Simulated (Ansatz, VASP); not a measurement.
## P: VASP beside Ansatz

```
CELL_PARAMETERS angstrom
-1.52737 1.52737 1.52737
1.52737 -1.52737 1.52737
1.52737 1.52737 -1.52737
ATOMIC_POSITIONS crystal
P 0.00000 0.00000 0.00000
```

Alike in both runs: task electric field gradients; functional PBE; k mesh 16 × 16 × 16; occupations fermi-dirac, width 0.03 eV; no spin polarisation.

|  | VASP | Ansatz |
| --- | --- | --- |
| version | VASP 6.6.1 | Ansatz 0.2.0 |
| potentials or method | VASP PAW PBE potentials, release 64 (P), cutoff 520 eV | PAW with Ansatz's default frozen-core files, scalar-relativistic |
| valence electrons in the cell | 5 | 5 |

VASP gave:

* pressure (GPa): -0.2

Problem. Which values does Ansatz return?

Solution. Pressure (GPa): 0.0.
